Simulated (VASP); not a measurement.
# Si17H6Cl2 in VASP: further runs

Runs on Si17H6Cl2. Level: LDA. Tasks: single point.

All numbers are computed with VASP 6.6.1; they aren't measurements. Logs are shortened: lines on timing, memory, paths and dates and some standing lists are left out, and cuts for length are marked.

## Step 1: The cell of the first run

The cell holds a slab with vacuum, 25 atoms: a = 7.679 Å, b = 7.679 Å, c = 17.869 Å, α = 90.00°, β = 90.00°, γ = 60.00°.

## Step 2: Single point, LDA

File INCAR:

```
SYSTEM = Si17H6Cl2
PREC = Accurate
ENCUT = 520
EDIFF = 1E-6
ISMEAR = -1
SIGMA = 0.02
LREAL = Auto
LASPH = .TRUE.
NELM = 80
ALGO = Normal
ISIF = 2
LWAVE = .FALSE.
LCHARG = .TRUE.
LELF = .TRUE.
LVHAR = .TRUE.
NBANDS = 62
```

File KPOINTS:

```
regular mesh
0
G
  2 2 1
  0 0 0
```

File POSCAR:

```
Si17H6Cl2
1.0
    7.6791800000      0.0000000000      0.0000000000
    3.8395900000      6.6503650000      0.0000000000
    0.0000000000      0.0000000000     17.8687650000
H Si Cl
6 17 2
Direct
    0.1666668792      0.1666675438      0.0559635767
    0.6666681814      0.1666675438      0.0559635767
    0.1666662146      0.6666701752      0.0559635767
    0.6666675168      0.6666701752      0.0559635767
    0.0945017603      0.4792970010      0.4261850217
    0.5031351970      0.4913113791      0.4217415138
    0.1666668792      0.1666675438      0.1399089417
    0.6666681814      0.1666675438      0.1399089417
    0.1666662146      0.6666701752      0.1399089417
    0.6666675168      0.6666701752      0.1399089417
   -0.1499887354      0.3324028080      0.1734982804
    0.3477113550      0.3236965189      0.1660103538
   -0.1609070443      0.8243156579      0.1758095761
    0.3417252454      0.8459836415      0.1954695806
   -0.1473922741      0.3499206435      0.2992540335
    0.3305563521      0.3351394999      0.2995730259
   -0.1537898181      0.8403448533      0.3001830289
    0.3474085032      0.8688395299      0.3238836036
   -0.0312424406      0.0395918119      0.3480039051
    0.5284482154      0.0328553395      0.3560346784
    0.0162062752      0.5236103582      0.3475841783
    0.5021366567      0.5111749505      0.3346398030
    0.7568674958      0.0248407418      0.4621024452
    0.6770406531      0.2701806593      0.5212839276
    0.8868138402     -0.2122890999      0.5325382028
```

Potentials or basis: VASP PAW LDA potentials, release 64 (H, Si, Cl).

The run is started by

```bash
$ cat potpaw_LDA.64/H/POTCAR potpaw_LDA.64/Si/POTCAR potpaw_LDA.64/Cl/POTCAR > POTCAR
$ mpirun -np 1 vasp_std > vasp.out
```

OUTCAR:

```text
SYSTEM = Si17H6Cl2
   PREC = Accurate
   ENCUT = 520
   EDIFF = 1E-6
   ISMEAR = -1
   LREAL = Auto
   LASPH = .TRUE.
   NELM = 80
   ISIF = 2

 ion  position               nearest neighbor table
   1  0.167  0.167  0.056-   7 1.50
   2  0.667  0.167  0.056-   8 1.50
   3  0.167  0.667  0.056-   9 1.50
   4  0.667  0.667  0.056-  10 1.50
   5  0.095  0.479  0.426-  21 1.50
   6  0.503  0.491  0.422-  22 1.56
   7  0.167  0.167  0.140-   1 1.50  11 2.19  12 2.30  14 2.36
   8  0.667  0.167  0.140-   2 1.50  12 2.17  13 2.37  11 2.40
   9  0.167  0.667  0.140-   3 1.50  13 2.27  12 2.33  14 2.56
  10  0.667  0.667  0.140-   4 1.50  13 2.29  11 2.31  14 2.38
  11  0.850  0.332  0.173-   7 2.19  15 2.25  10 2.31   8 2.40
  12  0.348  0.324  0.166-   8 2.17   7 2.30   9 2.33  16 2.39
  13  0.839  0.824  0.176-  17 2.23   9 2.27  10 2.29   8 2.37
  14  0.342  0.846  0.195-  18 2.30   7 2.36  10 2.38   9 2.56
  15  0.853  0.350  0.299-  11 2.25  19 2.26  21 2.40  22 2.42
  16  0.331  0.335  0.300-  21 2.27  20 2.28  12 2.39  22 2.40
  17  0.846  0.840  0.300-  13 2.23  21 2.27  19 2.32  20 2.35  23 3.14
  18  0.347  0.869  0.324-  14 2.30  20 2.37  22 2.39  19 2.56
  19  0.969  0.040  0.348-  15 2.26  17 2.32  18 2.56  23 2.65
  20  0.528  0.033  0.356-  16 2.28  17 2.35  18 2.37  23 2.56
  21  0.016  0.524  0.348-   5 1.50  17 2.27  16 2.27  15 2.40
  22  0.502  0.511  0.335-   6 1.56  18 2.39  16 2.40  15 2.42
  23  0.757  0.025  0.462-  24 1.97  25 2.02  20 2.56  19 2.65  17 3.14
  24  0.677  0.270  0.521-  23 1.97
  25  0.887  0.788  0.533-  23 2.02

  LATTYP: Found a hexagonal cell.
 ALAT       =     7.6791800344
 C/A-ratio  =     2.3269105451

  Lattice vectors:

 A1 = (  -3.8395900000,  -6.6503650000,   0.0000000000)
 A2 = (   7.6791800000,   0.0000000000,   0.0000000000)
 A3 = (   0.0000000000,   0.0000000000,  17.8687650000)

Analysis of symmetry for initial positions (statically):
=====================================================================
 Subroutine PRICEL returns:
 Original cell was already a primitive cell.

 Routine SETGRP: Setting up the symmetry group for a
 hexagonal supercell.

 Subroutine GETGRP returns: Found  1 space group operations
 (whereof  1 operations were pure point group operations)
 out of a pool of 24 trial point group operations.

The static configuration has the point symmetry C_1 .

Analysis of symmetry for dynamics (positions and initial velocities):
=====================================================================
 Subroutine PRICEL returns:
 Original cell was already a primitive cell.

 Routine SETGRP: Setting up the symmetry group for a
 hexagonal supercell.

 Subroutine GETGRP returns: Found  1 space group operations
 (whereof  1 operations were pure point group operations)
 out of a pool of 24 trial point group operations.

The dynamic configuration has the point symmetry C_1 .

 Subroutine INISYM returns: Found  1 space group operations
 (whereof  1 operations are pure point group operations),
 and found     1 'primitive' translations

----------------------------------------------------------------------------------------

                                     Primitive cell

  volume of cell :     912.5462

  direct lattice vectors                    reciprocal lattice vectors
     7.679180000  0.000000000  0.000000000     0.130222237 -0.075183843  0.000000000
     3.839590000  6.650365000  0.000000000     0.000000000  0.150367687  0.000000000
     0.000000000  0.000000000 17.868765000     0.000000000  0.000000000  0.055963577

  length of vectors
     7.679180000  7.679180034 17.868765000     0.150367687  0.150367687  0.055963577

  position of ions in fractional coordinates (direct lattice)
     0.166666879  0.166667544  0.055963577
     0.666668181  0.166667544  0.055963577
     0.166666215  0.666670175  0.055963577
     0.666667517  0.666670175  0.055963577
     0.094501760  0.479297001  0.426185022
     0.503135197  0.491311379  0.421741514
[... 17 lines left out ...]
     0.677040653  0.270180659  0.521283928
     0.886813840  0.787710900  0.532538203

  ion indices of the primitive-cell ions
   primitive index   ion index
                 1           1
                 2           2
                 3           3
                 4           4
                 5           5
                 6           6
[... 17 lines left out ...]
                24          24
                25          25

----------------------------------------------------------------------------------------

 KPOINTS: regular mesh

Automatic generation of k-mesh.
 Grid dimensions read from file:
 generate k-points for:    2    2    1

 Generating k-lattice:

  Cartesian coordinates                     Fractional coordinates (reciprocal lattice)
     0.065111119 -0.037591922  0.000000000     0.500000000 -0.000000000  0.000000000
     0.000000000  0.075183843  0.000000000     0.000000000  0.500000000  0.000000000
[... 47 lines left out ...]
   PSTRESS=    0.0 pullay stress
   NELECT =      88.0000    total number of electrons
   NUPDOWN=      -1.0000    fix difference up-down
   EMIN   =  10.00;   EMAX   =-10.00  energy-range for DOS
   EFERMI =   0.00;   METHOD = LEGACY
   ISMEAR =    -1;   SIGMA  =   0.02  broadening in eV -4-tet -1-fermi 0-gaus
   EFERMI_NEDOS =   21; number of points for ismear=-14 and -15
   IALGO  =     38    algorithm
   IMIX   =      4    mixing-type and parameters
     AMIX     =   0.40;   BMIX     =  1.00
     AMIX_MAG =   1.60;   BMIX_MAG =  1.00
  volume/ion in A,a.u.               =      36.50       246.33
  Fermi-wavevector in a.u.,A,eV,Ry     =   0.750731  1.418675  7.668194  0.563596
  Thomas-Fermi vector in A             =   1.847549
   LORBIT       =      0    0 simple, 1 ext, 2 COOP (PROOUT), +10 PAW based schemes
   GGA     = CA    functional components
   LHFCALC =     F    Hartree Fock is set to
   AEXX    =    0.0000 exact exchange contribution
   IVDW    =     0    specifies the selected vdW correction
   LEPSILON=     F    determine dielectric tensor
   LRPA    =     F    only Hartree local field effects (RPA)
 non-spin polarized calculation
  energy-cutoff  :      520.00
  volume of cell :      912.55
 maximum number of plane-waves:     24625
 NGX is ok and might be reduce to    60
   NGX = 29   NGY = 29   NGZ = 67

 number of electron      88.0000004 magnetization

 Free energy of the ion-electron system (eV)
  ---------------------------------------------------
  ext. energy  EPLUGINS =         0.00000000
  ---------------------------------------------------
  free energy    TOTEN  =      -123.93151001 eV

  energy without entropy =     -123.93150997  energy(sigma->0) =     -123.93150999

 E-fermi :  -0.2265     XC(G=0):  -5.0974

 val. band max:       -0.5484161634   @ k =   0.0000   0.0000   0.0000
 cond. band min:       0.0950235136   @ k =   0.0000   0.0000   0.0000
 fundamental gap:      0.6434396770
 Fermi energy:        -0.2265116057

 k-point     1 :       0.0000    0.0000    0.0000
  band No.  band energies     occupation
      1     -17.3890      2.00000
      2     -16.6680      2.00000
      3     -12.1480      2.00000
      4     -10.9537      2.00000
      5     -10.0952      2.00000
      6      -9.9236      2.00000
[... 48 lines left out ...]
     55       1.9933      0.00000
     56       2.3092      0.00000

 k-point     2 :       0.5000    0.0000    0.0000
  band No.  band energies     occupation
      1     -17.3880      2.00000
      2     -16.6693      2.00000
      3     -11.5707      2.00000
      4     -11.3003      2.00000
      5     -10.4793      2.00000
      6     -10.1842      2.00000
[... 48 lines left out ...]
     55       3.1828      0.00000
     56       3.2453      0.00000

 k-point     3 :       0.5000    0.5000    0.0000
  band No.  band energies     occupation
      1     -17.3871      2.00000
      2     -16.6707      2.00000
      3     -11.5946      2.00000
      4     -11.3154      2.00000
      5     -10.5025      2.00000
      6     -10.1311      2.00000
[... 48 lines left out ...]
     55       3.0427      0.00000
     56       3.0958      0.00000

 k-point     4 :       0.0000    0.5000    0.0000
  band No.  band energies     occupation
      1     -17.3861      2.00000
      2     -16.6720      2.00000
      3     -11.5163      2.00000
      4     -11.3894      2.00000
      5     -10.4048      2.00000
      6     -10.2440      2.00000
[... 48 lines left out ...]
     55       2.8697      0.00000
     56       2.9436      0.00000
 [bands above 56 left out]

------------------------ aborting loop because EDIFF is reached ----------------------------------------

  FORCE on cell =-STRESS in cart. coord.  units (eV):
  Direction    XX          YY          ZZ          XY          YZ          ZX
  --------------------------------------------------------------------------------------
  -------------------------------------------------------------------------------------
  Total       -3.1055346      5.7925073      5.6759785     -3.2051194     -0.1668774     -3.7902200
  in kB       -5.4524550     10.1700316      9.9654395     -5.6272982     -0.2929903     -6.6545720
  external PRESSURE =       4.8943387 kB  Pullay stress =       0.0000000 kB

 VOLUME and BASIS-vectors are now :
 -----------------------------------------------------------------------------
  energy-cutoff  :      520.00
  volume of cell :      912.55
      direct lattice vectors                 reciprocal lattice vectors
     7.679180000  0.000000000  0.000000000     0.130222237 -0.075183843  0.000000000
     3.839590000  6.650365000  0.000000000     0.000000000  0.150367687  0.000000000
     0.000000000  0.000000000 17.868765000     0.000000000  0.000000000  0.055963577

 POSITION                                       TOTAL-FORCE (eV/Angst)
 -----------------------------------------------------------------------------------
      1.91980      1.10840      1.00000        -0.093934     -0.282390     -0.186512
      5.75940      1.10840      1.00000         0.182513     -0.068633     -0.183936
      3.83960      4.43360      1.00000         0.275295      0.256960     -0.131126
      7.67920      4.43360      1.00000        -0.217883      0.176077     -0.097987
      2.56600      3.18750      7.61540        -0.459721      0.238887      0.259291
      5.75010      3.26740      7.53600         0.062571      0.051700     -0.920048
[... 17 lines left out ...]
      6.23650      1.79680      9.31470         0.064632      1.012003      1.315458
      9.83449      5.23857      9.51580        -0.118875     -0.305523      0.170392
 -----------------------------------------------------------------------------------
    total drift:                                0.000767     -0.000929      0.005400

  FREE ENERGIE OF THE ION-ELECTRON SYSTEM (eV)
  ---------------------------------------------------
  free  energy   TOTEN  =      -123.9315100099 eV

  energy  without entropy=     -123.9315099742  energy(sigma->0) =     -123.93150999
```

Wall time 11 min (1 thread of Intel Xeon Platinum 8559C (Emerald Rapids), shared host); peak memory 0.78 GiB.

What came out:

| Property | Result |
| --- | --- |
| Free energy | -123.9315 eV |
| Largest force | 2.699 eV/Å |
| Band gap on the k mesh | 0.64 eV, direct |

Forces in eV/Å, atoms in the order of the input:
```
H   -0.094 -0.282 -0.187
H    0.183 -0.069 -0.184
H    0.275  0.257 -0.131
H   -0.218  0.176 -0.098
H   -0.460  0.239  0.259
H    0.063  0.052 -0.920
Si   1.355 -1.075 -1.057
Si   1.901 -1.021 -0.632
Si   1.299  0.102  0.265
Si  -0.235  0.159 -0.125
Si  -1.606  0.528  0.141
Si  -1.658  1.166  1.782
Si  -0.212  0.455 -0.533
Si  -0.785 -0.284 -1.439
Si  -0.836  1.157  1.250
Si   1.472  0.828 -1.139
Si   0.059  0.936  0.404
Si  -1.310 -0.399  0.595
Si   0.564 -1.581  1.055
Si   0.254 -1.057  0.721
Si  -0.589 -1.067 -0.025
Si   0.313  0.310  1.121
Si   0.320 -0.234 -2.611
Cl   0.065  1.012  1.315
Cl  -0.119 -0.306  0.170
```

Caveat: the k points lie up to 0.47 Å⁻¹ apart.

## Step 3: Single point, LDA

File INCAR:

```
SYSTEM = Si17H6Cl2
PREC = Accurate
ENCUT = 520
EDIFF = 1E-6
ISMEAR = -1
SIGMA = 0.02
LREAL = Auto
LASPH = .True.
NELM = 80
ALGO = Normal
ISIF = 2
LWAVE = .False.
LCHARG = .False.
NBANDS = 62
```

File KPOINTS:

```
regular mesh
0
Gamma
  2 2 1
  0 0 0
```

File POSCAR:

```
Si17H6Cl2
1.0
    7.6791800000      0.0000000000      0.0000000000
    3.8395900000      6.6503650000      0.0000000000
    0.0000000000      0.0000000000     17.8687650000
H Si Cl
6 17 2
Direct
    0.1666668792      0.1666675438      0.0559635767
    0.6666681814      0.1666675438      0.0559635767
    0.1666662146      0.6666701752      0.0559635767
    0.6666675168      0.6666701752      0.0559635767
   -0.0575146695      0.5686454804      0.4377806748
    0.5315821833      0.4102481593      0.4041857398
    0.1666668792      0.1666675438      0.1399089417
    0.6666681814      0.1666675438      0.1399089417
    0.1666662146      0.6666701752      0.1399089417
    0.6666675168      0.6666701752      0.1399089417
   -0.1725988259      0.3432443182      0.1746847082
    0.3138427255      0.3530182178      0.1788036274
   -0.1691219678      0.8362398154      0.1710638648
    0.3282382431      0.8310521302      0.1922908494
   -0.1735972837      0.3953767951      0.3077493044
    0.3329474718      0.3756485546      0.3036527706
   -0.1574531646      0.8785081721      0.2984705434
    0.3296024306      0.8585092698      0.3342984252
   -0.0010230739      0.0387948631      0.3550273340
    0.5135122750      0.0273067719      0.3449371011
   -0.0132204949      0.5603000738      0.3497723542
    0.5105469676      0.5275349548      0.3356583401
    0.7897938913      0.0486589834      0.4545193806
    0.6925123823      0.2909614735      0.5288222213
    0.8348400478     -0.1687125443      0.5432160533
```

Potentials or basis: VASP PAW LDA potentials, release 64 (H, Si, Cl).

The run is started by

```bash
$ cat potpaw_LDA.64/H/POTCAR potpaw_LDA.64/Si/POTCAR potpaw_LDA.64/Cl/POTCAR > POTCAR
$ mpirun -np 1 vasp_std > vasp.out
```

It took 8.8 min on 1 thread of Intel Xeon Platinum 8559C (Emerald Rapids), shared host; peak memory 0.78 GiB.

The run converged. Its results:

```
Free energy            : -123.1966 eV
Largest force          : 2.887 eV/Å
Band gap on the k mesh : 0.76 eV, direct
```

Forces in eV/Å, atoms in the order of the input:
```
H    0.071 -0.201 -0.089
H    0.020  0.202 -0.149
H    0.362  0.123 -0.134
H   -0.206  0.219 -0.121
H    0.493 -0.102 -1.177
H    0.106  0.193  0.951
Si  -0.259 -0.180  0.251
Si  -0.718  1.020 -0.294
Si   0.079  1.220 -0.677
Si  -0.850  0.808 -0.091
Si   0.621 -0.981  1.096
Si   0.427 -2.012 -0.345
Si   0.494 -0.189  0.695
Si   0.643  0.631 -0.102
Si   1.246 -2.226 -1.352
Si  -1.351 -0.816  0.573
Si  -0.786 -0.269 -0.298
Si   1.163  0.665 -1.301
Si  -1.226  1.356  0.016
Si   1.435  1.103  0.740
Si   0.645 -0.336  1.118
Si  -1.401 -0.388  0.905
Si  -1.782 -0.201  1.415
Cl   0.207 -0.229 -0.372
Cl   0.566  0.590 -1.259
```

Levels at points of the mesh, in eV from the valence-band top:
| k point | band 41 | band 42 | band 43 | band 44 | band 45 | band 46 | band 47 | band 48 |
| --- | --- | --- | --- | --- | --- | --- | --- | --- |
| (0.00, 0.00, 0.00) | -0.81 | -0.58 | -0.29 | 0.00 | 0.76 | 0.98 | 1.02 | 1.22 |
| (0.50, 0.00, 0.00) | -1.09 | -0.98 | -0.82 | -0.34 | 1.22 | 1.63 | 1.71 | 2.02 |
| (0.50, 0.50, 0.00) | -1.03 | -0.93 | -0.68 | -0.22 | 1.16 | 1.58 | 1.85 | 2.11 |
| (0.00, 0.50, 0.00) | -1.06 | -0.83 | -0.78 | -0.51 | 1.12 | 1.41 | 1.68 | 2.35 |

Caveat: the k points lie up to 0.47 Å⁻¹ apart.

## Step 4: Single point, LDA

File INCAR:

```
ALGO = Normal
EDIFF = 1E-7
ENCUT = 520
GGA = CA
ISIF = 2
ISMEAR = -1
LASPH = T
LCHARG = F
LREAL = Auto
LWAVE = F
NBANDS = 62
NELM = 60
PREC = Accurate
SIGMA = 0.02
```

File KPOINTS:

```
k-points
0
Gamma
  2 2 1
```

File POSCAR:

```
Si17H6Cl2
1.0
    7.6791800000      0.0000000000      0.0000000000
    3.8395900000      6.6503650000      0.0000000000
    0.0000000000      0.0000000000     17.8687650000
H Si Cl
6 17 2
Direct
    0.1666668792      0.1666675438      0.0559635767
    0.6666681814      0.1666675438      0.0559635767
    0.1666662146      0.6666701752      0.0559635767
    0.6666675168      0.6666701752      0.0559635767
   -0.0192647618      0.5479849602      0.4348537798
    0.5475279468      0.5725700770      0.4412616093
    0.1666668792      0.1666675438      0.1399089417
    0.6666681814      0.1666675438      0.1399089417
    0.1666662146      0.6666701752      0.1399089417
    0.6666675168      0.6666701752      0.1399089417
   -0.1615880087      0.3309893517      0.1830456666
    0.3438889423      0.3206891652      0.1859389835
   -0.1663045315      0.8386005881      0.1817696970
    0.3246073154      0.8465700755      0.1863754994
   -0.1455721898      0.3526874089      0.3075534319
    0.3138221718      0.3787912393      0.3147167697
   -0.2021372855      0.9052134732      0.3050070892
    0.3235086444      0.8758015537      0.3152316346
   -0.0447777871      0.0605681042      0.3615806688
    0.4913984803      0.0694247609      0.3563648635
   -0.0089824120      0.5620593757      0.3536002628
    0.5031372552      0.5250087777      0.3611385566
    0.7269365752      0.0934535172      0.4528236842
    0.7357101614      0.3070508160      0.5288557995
    0.7988577863     -0.1190160239      0.5446487208
```

The run is started by

```bash
$ cat potpaw_LDA.64/H/POTCAR potpaw_LDA.64/Si/POTCAR potpaw_LDA.64/Cl/POTCAR > POTCAR
$ mpirun -np 1 vasp_std > vasp.out
```

Wall time 9.2 min (1 thread of Intel Xeon Platinum 8559C (Emerald Rapids), shared host); peak memory 0.78 GiB.

The run converged. Its results:

```
Free energy            : -123.5191 eV
Largest force          : 2.757 eV/Å
Band gap on the k mesh : 0.21 eV, direct
```

Forces in eV/Å, atoms in the order of the input:
```
H    0.133  0.062 -0.079
H   -0.045  0.198 -0.063
H    0.067  0.095 -0.055
H   -0.066  0.065 -0.061
H    0.016 -0.032  0.749
H   -0.798 -0.368 -0.667
Si   0.110  0.257  0.007
Si   0.516 -0.067  0.031
Si   0.309 -0.365  0.743
Si  -0.104  0.322  0.670
Si  -0.247  0.332 -0.960
Si  -0.363  1.315 -0.439
Si  -0.341 -0.495 -0.998
Si   0.176 -0.786 -0.688
Si  -0.723  2.447  1.045
Si   0.973  1.120 -0.203
Si   0.826 -1.324  0.002
Si  -0.384 -0.376  1.660
Si   1.333 -2.066 -0.448
Si  -0.970 -1.327  0.886
Si  -1.366  0.232 -0.913
Si   1.391  1.050 -0.814
Si   0.042 -0.382  2.445
Cl  -0.468 -0.272 -0.433
Cl  -0.015  0.366 -1.418
```

Levels at points of the mesh, in eV from the valence-band top:
```tsv
k point	band 40	band 41	band 42	band 43	band 44	band 45	band 46	band 47	band 48	band 49
(0.00, 0.00, 0.00)	-1.16	-0.84	-0.63	-0.18	0.00	0.21	0.84	1.15	1.20	1.53
(0.50, 0.00, 0.00)	-1.53	-1.52	-1.26	-0.94	-0.66	0.71	1.47	1.69	1.87	2.11
(0.50, 0.50, 0.00)	-1.63	-1.54	-1.19	-1.02	-0.50	0.65	1.35	1.63	1.88	2.13
(0.00, 0.50, 0.00)	-1.58	-1.44	-1.31	-0.89	-0.58	0.60	1.53	1.66	1.86	2.17
```

Caveat: the k points lie up to 0.47 Å⁻¹ apart.
